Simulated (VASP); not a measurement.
# SiO2 (P4_12_12) in VASP: settings compared

SiO2 is run at these levels: PBE+D3(BJ), r2SCAN; tasks: electric field gradients.

Program: VASP 6.6.1. These are calculated values, not measurements. Logs are shortened: lines on timing, memory, paths and dates and some standing lists are left out, and cuts for length are marked.

## 1. The cell of the first run

Symmetry: P4_12_12, No. 92, tetragonal system. Conventional cell: a = 4.993 Å, b = 4.993 Å, c = 6.934 Å, α = 90.00°, β = 90.00°, γ = 90.00°. Within 2.1 Å of Si (site symmetry 2) lie 4 O at 1.61 Å. Within 2.1 Å of O (site symmetry 1) lie 2 Si at 1.61 Å.

## 2. Electric field gradients, PBE+D3(BJ)

INCAR reads:

```
PREC = Accurate ; ENCUT = 520
EDIFF = 1E-8 ; ISMEAR = -1
SIGMA = 0.02 ; LREAL = False
LASPH = True ; NELM = 80
ALGO = Normal ; ISIF = 2
LWAVE = False ; LCHARG = False
GGA = PE ; IVDW = 12
LEFG = True ; NBANDS = 44
```

KPOINTS reads:

```
regular mesh
0
Gamma
  5 5 4
```

POSCAR reads:

```
SiO2
1.0
    4.9926472100      0.0000000000      0.0000000000
    0.0000000000      4.9926472100      0.0000000000
    0.0000000000      0.0000000000      6.9339264200
Si O
4 8
Direct
    0.6986584000      0.6986584000      0.5000000000
    0.8013416000      0.1986584000      0.7500000000
    0.1986584000      0.8013416000      0.2500000000
    0.3013416000      0.3013416000      0.0000000000
    0.8935685900      0.7613864500      0.3201084900
    0.1064314100      0.2386135500      0.8201084900
    0.7613864500      0.8935685900      0.6798915100
    0.2613864500      0.6064314100      0.0701084900
    0.2386135500      0.1064314100      0.1798915100
    0.3935685900      0.7386135500      0.4298915100
    0.6064314100      0.2613864500      0.9298915100
    0.7386135500      0.3935685900      0.5701084900
```

Potentials or basis: VASP PAW PBE potentials, release 64 (Si, O).

Run with:

```bash
> cat potpaw_PBE.64/Si/POTCAR potpaw_PBE.64/O/POTCAR > POTCAR
> mpirun -np 1 vasp_std > vasp.out
```

OUTCAR:

```text
PREC = Accurate
   ENCUT = 520
   EDIFF = 1E-8
   ISMEAR = -1
   LREAL = False
   LASPH = True
   NELM = 80
   ISIF = 2
   GGA = PE
   IVDW = 12
 IVDW          = 12

 ion  position               nearest neighbor table
   1  0.699  0.699  0.500-  10 1.61  12 1.61   5 1.61   7 1.61   2 3.08   3 3.08   2 3.08   3 3.08

   2  0.801  0.199  0.750-   6 1.61   7 1.61  11 1.61  12 1.61   1 3.08   4 3.08   1 3.08   4 3.08

   3  0.199  0.801  0.250-   5 1.61   9 1.61   8 1.61  10 1.61   1 3.08   4 3.08   4 3.08   1 3.08

   4  0.301  0.301  0.000-   8 1.61  11 1.61   9 1.61   6 1.61   2 3.08   3 3.08   3 3.08   2 3.08

   5  0.894  0.761  0.320-   3 1.61   1 1.61
   6  0.106  0.239  0.820-   2 1.61   4 1.61
   7  0.761  0.894  0.680-   2 1.61   1 1.61
   8  0.261  0.606  0.070-   4 1.61   3 1.61
   9  0.239  0.106  0.180-   3 1.61   4 1.61
  10  0.394  0.739  0.430-   1 1.61   3 1.61
  11  0.606  0.261  0.930-   4 1.61   2 1.61
  12  0.739  0.394  0.570-   1 1.61   2 1.61

  LATTYP: Found a simple tetragonal cell.
 ALAT       =     4.9926472100
 C/A-ratio  =     1.3888276356

  Lattice vectors:

 A1 = (   4.9926472100,   0.0000000000,   0.0000000000)
 A2 = (   0.0000000000,   4.9926472100,   0.0000000000)
 A3 = (   0.0000000000,   0.0000000000,   6.9339264200)

Analysis of symmetry for initial positions (statically):
=====================================================================
 Subroutine PRICEL returns:
 Original cell was already a primitive cell.

 Routine SETGRP: Setting up the symmetry group for a
 simple tetragonal supercell.

 Subroutine GETGRP returns: Found  8 space group operations
 (whereof  2 operations were pure point group operations)
 out of a pool of 16 trial point group operations.

The static configuration has the point symmetry C_2 .
 The point group associated with its full space group is D_4 .

Analysis of symmetry for dynamics (positions and initial velocities):
=====================================================================
 Subroutine PRICEL returns:
 Original cell was already a primitive cell.

 Routine SETGRP: Setting up the symmetry group for a
 simple tetragonal supercell.

 Subroutine GETGRP returns: Found  8 space group operations
 (whereof  2 operations were pure point group operations)
 out of a pool of 16 trial point group operations.

The dynamic configuration has the point symmetry C_2 .
 The point group associated with its full space group is D_4 .

 Subroutine INISYM returns: Found  8 space group operations
 (whereof  2 operations are pure point group operations),
 and found     1 'primitive' translations

----------------------------------------------------------------------------------------

                                     Primitive cell

  volume of cell :     172.8387

  direct lattice vectors                    reciprocal lattice vectors
     4.992647210  0.000000000  0.000000000     0.200294545  0.000000000  0.000000000
     0.000000000  4.992647210  0.000000000     0.000000000  0.200294545  0.000000000
     0.000000000  0.000000000  6.933926420     0.000000000  0.000000000  0.144218433

  length of vectors
     4.992647210  4.992647210  6.933926420     0.200294545  0.200294545  0.144218433

  position of ions in fractional coordinates (direct lattice)
     0.698658400  0.698658400  0.500000000
     0.801341600  0.198658400  0.750000000
     0.198658400  0.801341600  0.250000000
     0.301341600  0.301341600  0.000000000
     0.893568590  0.761386450  0.320108490
     0.106431410  0.238613550  0.820108490
     0.761386450  0.893568590  0.679891510
     0.261386450  0.606431410  0.070108490
     0.238613550  0.106431410  0.179891510
     0.393568590  0.738613550  0.429891510
     0.606431410  0.261386450  0.929891510
     0.738613550  0.393568590  0.570108490

  ion indices of the primitive-cell ions
   primitive index   ion index
                 1           1
[... 99 lines left out ...]
  Thomas-Fermi vector in A             =   2.311964
   LORBIT       =      0    0 simple, 1 ext, 2 COOP (PROOUT), +10 PAW based schemes
   GGA     = PE    functional components
   LHFCALC =     F    Hartree Fock is set to
   AEXX    =    0.0000 exact exchange contribution
   IVDW    =    12    specifies the selected vdW correction
   LEPSILON=     F    determine dielectric tensor
   LRPA    =     F    only Hartree local field effects (RPA)
 non-spin polarized calculation
  energy-cutoff  :      520.00
  volume of cell :      172.84
 maximum number of plane-waves:      4682
 NGX is ok and might be reduce to    40
   NGX = 19   NGY = 19   NGZ = 25

 number of electron      63.9999972 magnetization

 Free energy of the ion-electron system (eV)
  ---------------------------------------------------
  ext. energy  EPLUGINS =         0.00000000
  ---------------------------------------------------
  free energy    TOTEN  =       -94.85294678 eV

  energy without entropy =      -94.85294678  energy(sigma->0) =      -94.85294678

 E-fermi :   0.5399     XC(G=0):  -8.3937

 val. band max:        0.0926620695   @ k =   0.0000   0.0000   0.0000
 cond. band min:       5.8090560349   @ k =   0.0000   0.0000   0.0000
 fundamental gap:      5.7163939654
 Fermi energy:         0.5398970341

 k-point     1 :       0.0000    0.0000    0.0000
  band No.  band energies     occupation
      1     -19.3711      2.00000
      2     -18.4687      2.00000
      3     -18.4687      2.00000
      4     -17.3042      2.00000
      5     -17.2673      2.00000
      6     -17.2578      2.00000
[... 835 lines left out ...]
     43      10.8980      0.00000
     44      10.8980      0.00000

------------------------ aborting loop because EDIFF is reached ----------------------------------------

 Edisp (eV)   -1.44533

 E8    (eV) :    -0.4814

  FORCE on cell =-STRESS in cart. coord.  units (eV):
  Direction    XX          YY          ZZ          XY          YZ          ZX
  --------------------------------------------------------------------------------------
  -------------------------------------------------------------------------------------
  Total       3.48080     3.48080     3.71910    -0.00000     0.00000     0.00000
  in kB      32.26630    32.26630    34.47527    -0.00000     0.00000     0.00000
  external pressure =       33.00 kB  Pullay stress =        0.00 kB

 VOLUME and BASIS-vectors are now :
 -----------------------------------------------------------------------------
  energy-cutoff  :      520.00
  volume of cell :      172.84
      direct lattice vectors                 reciprocal lattice vectors
     4.992647210  0.000000000  0.000000000     0.200294545  0.000000000  0.000000000
     0.000000000  4.992647210  0.000000000     0.000000000  0.200294545  0.000000000
     0.000000000  0.000000000  6.933926420     0.000000000  0.000000000  0.144218433

 POSITION                                       TOTAL-FORCE (eV/Angst)
 -----------------------------------------------------------------------------------
      3.48815      3.48815      3.46696         0.019935      0.019935      0.000000
      4.00082      0.99183      5.20044        -0.019935      0.019935      0.000000
      0.99183      4.00082      1.73348         0.019935     -0.019935      0.000000
      1.50449      1.50449      0.00000        -0.019935     -0.019935      0.000000
      4.46127      3.80133      2.21961        -0.156875      0.028570     -0.240368
      0.53137      1.19131      5.68657         0.156875     -0.028570     -0.240368
      3.80133      4.46127      4.71432         0.028570     -0.156875      0.240368
      1.30501      3.02770      0.48613         0.028570      0.156875     -0.240368
      1.19131      0.53137      1.24735        -0.028570      0.156875      0.240368
      1.96495      3.68764      2.98084        -0.156875     -0.028570      0.240368
      3.02770      1.30501      6.44780         0.156875      0.028570      0.240368
      3.68764      1.96495      3.95309        -0.028570     -0.156875     -0.240368
 -----------------------------------------------------------------------------------
    total drift:                                0.000000     -0.000000     -0.000000

  FREE ENERGIE OF THE ION-ELECTRON SYSTEM (eV)
  ---------------------------------------------------
  free  energy   TOTEN  =       -96.2982759999 eV

  energy  without entropy=      -96.2982759998  energy(sigma->0) =      -96.29827600

 Electric field gradients (V/A^2)
---------------------------------------------------------------------
 ion       V_xx      V_yy      V_zz      V_xy      V_xz      V_yz
---------------------------------------------------------------------
   1      -0.440    -0.440     0.879     0.332    -2.767     2.767
   2      -0.440    -0.440     0.879    -0.332    -2.767    -2.767
   3      -0.440    -0.440     0.879    -0.332     2.767     2.767
   4      -0.440    -0.440     0.879     0.332     2.767    -2.767
   5      44.801   -47.427     2.626    18.748   -57.393   -14.173
   6      44.801   -47.427     2.626    18.748    57.393    14.173
   7     -47.427    44.801     2.626    18.748    14.173    57.393
   8     -47.427    44.801     2.626   -18.748   -14.173    57.393
   9     -47.427    44.801     2.626    18.748   -14.173   -57.393
  10      44.801   -47.427     2.626   -18.748    57.393   -14.173
  11      44.801   -47.427     2.626   -18.748   -57.393    14.173
  12     -47.427    44.801     2.626   -18.748    14.173   -57.393
---------------------------------------------------------------------

 Electric field gradients after diagonalization (V/A^2)
 (convention: |V_zz| > |V_xx| > |V_yy|)
----------------------------------------------------------------------
 ion       V_xx      V_yy      V_zz     asymmetry (V_yy - V_xx)/ V_zz
----------------------------------------------------------------------
   1      -3.945    -0.108     4.054       0.947
   2      -3.945    -0.108     4.054       0.947
   3      -3.945    -0.108     4.054       0.947
   4      -3.945    -0.108     4.054       0.947
   5     -51.528   -37.376    88.904       0.159
   6     -51.528   -37.376    88.904       0.159
   7     -51.528   -37.376    88.904       0.159
   8     -51.528   -37.376    88.904       0.159
   9     -51.528   -37.376    88.904       0.159
  10     -51.528   -37.376    88.904       0.159
  11     -51.528   -37.376    88.904       0.159
  12     -51.528   -37.376    88.904       0.159
----------------------------------------------------------------------

           NMR quadrupolar parameters

 Cq : quadrupolar parameter    Cq=e*Q*V_zz/h
 eta: asymmetry parameters     (V_yy - V_xx)/ V_zz
 Q  : nuclear electric quadrupole moment in mb (millibarn)
----------------------------------------------------------------------
 ion       Cq(MHz)       eta       Q (mb)
----------------------------------------------------------------------
   1       0.010       0.947       1.000
   2       0.010       0.947       1.000
   3       0.010       0.947       1.000
   4       0.010       0.947       1.000
   5       0.215       0.159       1.000
   6       0.215       0.159       1.000
   7       0.215       0.159       1.000
   8       0.215       0.159       1.000
   9       0.215       0.159       1.000
  10       0.215       0.159       1.000
  11       0.215       0.159       1.000
  12       0.215       0.159       1.000
----------------------------------------------------------------------
```

It took 4.4 min on 1 thread of Intel Xeon 8259CL, shared host; peak memory 0.32 GiB.

What came out:

| Quantity | Value |
| --- | --- |
| Free energy | -96.2983 eV |
| Pressure | 3.3 GPa |
| Largest force | 0.288 eV/Å |
| Band gap on the k mesh | 5.72 eV |
| Largest electric field gradient by atom | Si +4.1; O +88.9 V/Å² |
| Dispersion energy per atom | -0.120 eV |

Forces on the atoms (eV/Å):
```
Si   0.020  0.020  0.000
Si  -0.020  0.020  0.000
Si   0.020 -0.020  0.000
Si  -0.020 -0.020  0.000
O   -0.157  0.029 -0.240
O    0.157 -0.029 -0.240
O    0.029 -0.157  0.240
O    0.029  0.157 -0.240
O   -0.029  0.157  0.240
O   -0.157 -0.029  0.240
O    0.157  0.029  0.240
O   -0.029 -0.157 -0.240
```

Levels at points of the mesh, in eV from the valence-band top:
```
           k point  band 28  band 29  band 30  band 31  band 32  band 33  band 34  band 35  band 36  band 37
(0.00, 0.00, 0.00)    -1.24    -0.68    -0.29    -0.29     0.00     5.72     8.81     8.81     9.27     9.27
(0.00, 0.00, 0.50)    -0.82    -0.53    -0.53    -0.39    -0.39     6.96     6.96     9.44     9.44     9.68
```

Electric field gradients, principal values (V/Å²):
| atom | least | middle | greatest (by size) |
| --- | --- | --- | --- |
| 1 Si | -0.108 | -3.945 | 4.054 |
| 2 Si | -0.108 | -3.945 | 4.054 |
| 3 Si | -0.108 | -3.945 | 4.054 |
| 4 Si | -0.108 | -3.945 | 4.054 |
| 5 O | -37.376 | -51.528 | 88.904 |
| 6 O | -37.376 | -51.528 | 88.904 |
| 7 O | -37.376 | -51.528 | 88.904 |
| 8 O | -37.376 | -51.528 | 88.904 |
| 9 O | -37.376 | -51.528 | 88.904 |
| 10 O | -37.376 | -51.528 | 88.904 |
| 11 O | -37.376 | -51.528 | 88.904 |
| 12 O | -37.376 | -51.528 | 88.904 |

Caveat: three body term missing; the cell stands under pressure; without QUAD_EFG the Cq values of the log hold for a quadrupole moment of 1 mb, not for the nuclei; an odd mesh through Γ misses points on the zone boundary, where band edges can lie.

[end of part 1 of 2]
